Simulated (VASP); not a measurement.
# Al in VASP: notebook

The runs below take Al through single point, with PBEsol.

Program: VASP 6.6.1. These are calculated values, not measurements. Logs are shortened: lines on timing, memory, paths and dates and some standing lists are left out, and cuts for length are marked.

## 1. The cell of the first run

The cell holds a slab with vacuum, 13 atoms: a = 5.728 Å, b = 5.728 Å, c = 17.677 Å, α = 90.00°, β = 90.00°, γ = 60.00°.

## 2. Single point, PBEsol

File INCAR:

```
SYSTEM = Al
PREC = Accurate ; ENCUT = 520
EDIFF = 1E-6 ; ISMEAR = 0
SIGMA = 0.15 ; LREAL = .False.
LASPH = .True. ; NELM = 60
ALGO = Normal ; ISIF = 2
LWAVE = .False. ; LCHARG = .False.
GGA = PS ; NBANDS = 32
```

File KPOINTS:

```
Automatic mesh
0
Gamma
  3 3 1
  0 0 0
```

File POSCAR:

```
Al
1.0
    5.7275651202      0.0000002887      0.0000000000
    2.8637823101      4.9602170403      0.0000000000
    0.0000000000      0.0000000000     17.6765370000
Al
13
Direct
    0.1666666567      0.1666666717      0.0565721700
    0.6666666717      0.1666666717      0.0565721700
    0.1666666667      0.6666666667      0.0565721700
    0.6666666717      0.6666666567      0.0565721700
   -0.1666666667      0.3333333333      0.1893974105
    0.3329435529      0.3341128943      0.1877732721
   -0.1658871057      0.8329435529      0.1877732721
    0.3329435529      0.8329435529      0.1877732721
   -0.0029587093      0.0059174187      0.3192426518
    0.5000000000      0.0000000000      0.3278742631
   -0.0029587093      0.4970412907      0.3192426518
    0.5059174187      0.4970412907      0.3192426518
    0.1666666667      0.6666666667      0.4386837281
```

Potentials or basis: VASP PAW PBE potentials, release 64 (Al).

On the command line:

```sh
> cat potpaw_PBE.64/Al/POTCAR > POTCAR
> mpirun -np 1 vasp_std > vasp.out
```

OUTCAR:

```text
SYSTEM = Al
   PREC = Accurate
   ENCUT = 520
   EDIFF = 1E-6
   ISMEAR = 0
   LREAL = .False.
   LASPH = .True.
   NELM = 60
   ISIF = 2
   GGA = PS

 ion  position               nearest neighbor table
   1  0.167  0.167  0.057-   6 2.85   8 2.85   2 2.86   4 2.86   3 2.86   3 2.86   2 2.86   4 2.86
                             5 2.87
   2  0.667  0.167  0.057-   6 2.85   7 2.85   1 2.86   4 2.86   3 2.86   3 2.86   1 2.86   4 2.86
                             5 2.87
   3  0.167  0.667  0.057-   7 2.85   8 2.85   6 2.85   4 2.86   4 2.86   2 2.86   2 2.86   1 2.86
                             1 2.86
   4  0.667  0.667  0.057-   8 2.85   7 2.85   1 2.86   2 2.86   3 2.86   3 2.86   1 2.86   2 2.86
                             5 2.87
   5  0.833  0.333  0.189-  12 2.81   9 2.81  11 2.81   6 2.86   7 2.86   8 2.86   8 2.86   6 2.86
                             7 2.86   2 2.87   1 2.87   4 2.87
   6  0.333  0.334  0.188-   3 2.85   2 2.85   1 2.85   7 2.86   8 2.86  11 2.86  12 2.86   5 2.86
                             5 2.86   7 2.87   8 2.87  10 2.98
   7  0.834  0.833  0.188-   3 2.85   4 2.85   2 2.85   8 2.86   6 2.86   9 2.86  11 2.86   5 2.86
                             5 2.86   8 2.87   6 2.87  10 2.98
   8  0.333  0.833  0.188-   3 2.85   4 2.85   1 2.85   7 2.86   6 2.86   9 2.86  12 2.86   5 2.86
                             5 2.86   7 2.87   6 2.87  10 2.98
   9  0.997  0.006  0.319-  13 2.70   5 2.81  12 2.81  11 2.81   8 2.86   7 2.86  10 2.87  10 2.87
                            12 2.91  11 2.91
  10  0.500  0.000  0.328-   9 2.87  12 2.87  11 2.87  11 2.87   9 2.87  12 2.87   8 2.98   7 2.98
                             6 2.98
  11  0.997  0.497  0.319-  13 2.70   5 2.81  12 2.81   9 2.81   6 2.86   7 2.86  10 2.87  10 2.87
                            12 2.91   9 2.91
  12  0.506  0.497  0.319-  13 2.70   5 2.81  11 2.81   9 2.81   6 2.86   8 2.86  10 2.87  10 2.87
                            11 2.91   9 2.91
  13  0.167  0.667  0.439-  12 2.70  11 2.70   9 2.70

  LATTYP: Found a hexagonal cell.
 ALAT       =     5.7275651202
 C/A-ratio  =     3.0862219161

  Lattice vectors:

 A1 = (  -2.8637823101,  -4.9602170403,   0.0000000000)
 A2 = (   5.7275651202,   0.0000002887,   0.0000000000)
 A3 = (   0.0000000000,   0.0000000000,  17.6765370000)

Analysis of symmetry for initial positions (statically):
=====================================================================
 Subroutine PRICEL returns:
 Original cell was already a primitive cell.

 Routine SETGRP: Setting up the symmetry group for a
 hexagonal supercell.

 Subroutine GETGRP returns: Found  6 space group operations
 (whereof  2 operations were pure point group operations)
 out of a pool of 24 trial point group operations.
[... 134 lines left out ...]
   IALGO  =     38    algorithm
   IMIX   =      4    mixing-type and parameters
     AMIX     =   0.40;   BMIX     =  1.00
     AMIX_MAG =   1.60;   BMIX_MAG =  1.00
  volume/ion in A,a.u.               =      38.63       260.69
  Fermi-wavevector in a.u.,A,eV,Ry     =   0.698458  1.319895  6.637518  0.487844
  Thomas-Fermi vector in A             =   1.782067
   LORBIT       =      0    0 simple, 1 ext, 2 COOP (PROOUT), +10 PAW based schemes
   GGA     = PS    functional components
   LHFCALC =     F    Hartree Fock is set to
   AEXX    =    0.0000 exact exchange contribution
   IVDW    =     0    specifies the selected vdW correction
   LEPSILON=     F    determine dielectric tensor
   LRPA    =     F    only Hartree local field effects (RPA)
 non-spin polarized calculation
 Gauss-broadening in eV      SIGMA  =   0.15
  energy-cutoff  :      520.00
  volume of cell :      502.19
 maximum number of plane-waves:     13577
 NGX is ok and might be reduce to    42
   NGX = 21   NGY = 21   NGZ = 65

 number of electron      39.0000000 magnetization

 Free energy of the ion-electron system (eV)
  ---------------------------------------------------
  ext. energy  EPLUGINS =         0.00000000
  ---------------------------------------------------
  free energy    TOTEN  =       -49.33102085 eV

  energy without entropy =      -49.26013001  energy(sigma->0) =      -49.29557543

 E-fermi :   0.8049     XC(G=0):  -5.5663

 val. band max:        0.7871699953   @ k =   0.0000   0.0000   0.0000
 cond. band min:       0.8871657689   @ k =   0.3333   0.0000   0.0000
 fundamental gap:      0.0999957735
 Fermi energy:         0.8049454664

 k-point     1 :       0.0000    0.0000    0.0000
  band No.  band energies     occupation
      1      -9.4790      2.00000
      2      -7.8457      2.00000
      3      -5.5867      2.00000
      4      -3.7896      2.00000
      5      -3.6672      2.00000
      6      -3.6672      2.00000
[... 91 lines left out ...]
     30       4.0758      0.00000
     31       4.4190      0.00000
 [bands above 31 left out]

------------------------ aborting loop because EDIFF is reached ----------------------------------------

  FORCE on cell =-STRESS in cart. coord.  units (eV):
  Direction    XX          YY          ZZ          XY          YZ          ZX
  --------------------------------------------------------------------------------------
  -------------------------------------------------------------------------------------
  Total       -6.0478993     -6.0478993      0.1097009     -0.0000000      0.0000000      0.0000000
  in kB      -19.2951092    -19.2951092      0.3499879     -0.0000000      0.0000000      0.0000000
  external PRESSURE =     -12.7467435 kB  Pullay stress =       0.0000000 kB

 VOLUME and BASIS-vectors are now :
 -----------------------------------------------------------------------------
  energy-cutoff  :      520.00
  volume of cell :      502.19
      direct lattice vectors                 reciprocal lattice vectors
     5.727565120  0.000000289  0.000000000     0.174594266 -0.100802035  0.000000000
     2.863782310  4.960217040  0.000000000    -0.000000010  0.201604087  0.000000000
     0.000000000  0.000000000 17.676537000     0.000000000  0.000000000  0.056572167

 POSITION                                       TOTAL-FORCE (eV/Angst)
 -----------------------------------------------------------------------------------
      1.43189      0.82670      1.00000         0.141259     -0.081556      0.005166
      4.29567      0.82670      1.00000        -0.141259     -0.081556      0.005166
      2.86378      3.30681      1.00000        -0.000000      0.000000     -0.072450
      5.72756      3.30681      1.00000        -0.000000      0.163112      0.005166
      5.72757      1.65341      3.34789        -0.000000      0.000000      0.020174
      2.86378      1.65727      3.31918         0.000000     -0.003882      0.015845
      7.16280      4.13158      3.31918        -0.003362      0.001941      0.015845
      4.29232      4.13158      3.31918         0.003362      0.001941      0.015845
      5.72757      0.02935      5.64310        -0.000000      0.006952     -0.004326
      2.86378      0.00000      5.79568        -0.000000      0.000000     -0.007450
      7.13404      2.46543      5.64310        -0.006021     -0.003476     -0.004326
      4.32109      2.46543      5.64310         0.006021     -0.003476     -0.004326
      2.86378      3.30681      7.75441        -0.000000      0.000000      0.009670
 -----------------------------------------------------------------------------------
    total drift:                               -0.000000     -0.000000      0.000086

  FREE ENERGIE OF THE ION-ELECTRON SYSTEM (eV)
  ---------------------------------------------------
  free  energy   TOTEN  =       -49.3310208463 eV

  energy  without entropy=      -49.2601300052  energy(sigma->0) =      -49.29557543
```

Run time: 69 s. Hardware: 1 thread of AMD EPYC 9R45 (Zen 5), shared host; peak memory 0.56 GiB.

What came out:

| Property | Result |
| --- | --- |
| Free energy | -49.3310 eV |
| Largest force | 0.163 eV/Å |
| Band gap on the k mesh | zero (an odd number of electrons rules out a gap without spin polarisation) |

Forces in eV/Å, atoms in the order of the input:
```
Al   0.141 -0.082  0.005
Al  -0.141 -0.082  0.005
Al   0.000  0.000 -0.072
Al   0.000  0.163  0.005
Al   0.000  0.000  0.020
Al   0.000 -0.004  0.016
Al  -0.003  0.002  0.016
Al   0.003  0.002  0.016
Al   0.000  0.007 -0.004
Al   0.000  0.000 -0.007
Al  -0.006 -0.003 -0.004
Al   0.006 -0.003 -0.004
Al   0.000  0.000  0.010
```

Levels at points of the mesh, in eV from the Fermi level:
```
           k point  band 16  band 17  band 18  band 19  band 20  band 21  band 22  band 23
(0.00, 0.00, 0.00)    -2.49    -1.48    -0.71    -0.71    -0.41    -0.15    -0.15    -0.02
```

Caveat: the k points lie up to 0.42 Å⁻¹ apart, too coarse for converged energies and pressures of a metal; there is no dipole correction, which matters where the two faces differ; the PAW data sets were made with another functional, which shifts forces and pressure a little.

## 3. Single point, PBEsol

File INCAR:

```
ALGO     = Normal         # electronic algorithm
EDIFF    = 1E-6           # SCF threshold, eV
ENCUT    = 520            # plane-wave cutoff, eV
GGA      = PS             # functional
ISIF     = 2              # what is computed and relaxed
ISMEAR   = 0              # smearing method
LASPH    = True           # aspherical terms in the spheres
LCHARG   = False          # write CHGCAR
LREAL    = False          # projectors in reciprocal space
LWAVE    = False          # write WAVECAR
NBANDS   = 32             # bands
NELM     = 80             # most SCF steps
PREC     = Accurate       # precision mode
SIGMA    = 0.15           # smearing width, eV
```

File KPOINTS:

```
k-points
0
Gamma
  3 3 1
```

File POSCAR:

```
Al
1.0
    5.7275650000      0.0000000000      0.0000000000
    2.8637820000      4.9602170000      0.0000000000
    0.0000000000      0.0000000000     17.6765370000
Al
13
Direct
    0.1666666208      0.1666667003      0.0565721668
    0.6666667081      0.1666667003      0.0565721668
    0.1666666712      0.6666665995      0.0565721668
    0.6666667585      0.6666665995      0.0565721668
   -0.1666666712      0.3333334005      0.1893973916
    0.3329436147      0.3341130035      0.1877732612
   -0.1658870543      0.8329435990      0.1877732612
    0.3329436006      0.8329435990      0.1877732612
   -0.0029587410      0.0059174830      0.3192426775
    0.5000000873      0.0000000000      0.3278742324
   -0.0029586915      0.4970413593      0.3192426775
    0.5059174190      0.4970413593      0.3192426775
    0.1666666712      0.6666665995      0.4386837196
```

Potentials or basis: VASP PAW PBE potentials, release 64 (Al).

On the command line:

```sh
> cat potpaw_PBE.64/Al/POTCAR > POTCAR
> mpirun -np 1 vasp_std > vasp.out
```

Wall time 81 s (1 thread of AMD EPYC 9R45 (Zen 5), shared host); peak memory 0.56 GiB.

The run converged. Its results:

* Free energy: -49.3310 eV
* Largest force: 0.163 eV/Å
* Band gap on the k mesh: zero (an odd number of electrons rules out a gap without spin polarisation)

Forces in eV/Å, atoms in the order of the input:
```
Al   0.141 -0.082  0.005
Al  -0.141 -0.082  0.005
Al   0.000  0.000 -0.072
Al   0.000  0.163  0.005
Al   0.000  0.000  0.020
Al   0.000 -0.004  0.016
Al  -0.003  0.002  0.016
Al   0.003  0.002  0.016
Al   0.000  0.007 -0.004
Al   0.000  0.000 -0.007
Al  -0.006 -0.003 -0.004
Al   0.006 -0.003 -0.004
Al   0.000  0.000  0.010
```

Levels at points of the mesh, in eV from the Fermi level:
| k point | band 16 | band 17 | band 18 | band 19 | band 20 | band 21 | band 22 | band 23 |
| --- | --- | --- | --- | --- | --- | --- | --- | --- |
| (0.00, 0.00, 0.00) | -2.49 | -1.48 | -0.71 | -0.71 | -0.41 | -0.15 | -0.15 | -0.02 |

Caveat: the k points lie up to 0.42 Å⁻¹ apart, too coarse for converged energies and pressures of a metal; there is no dipole correction, which matters where the two faces differ; the PAW data sets were made with another functional, which shifts forces and pressure a little.

The gap in the log of VASP goes by the Fermi energy; the results here count the filled bands.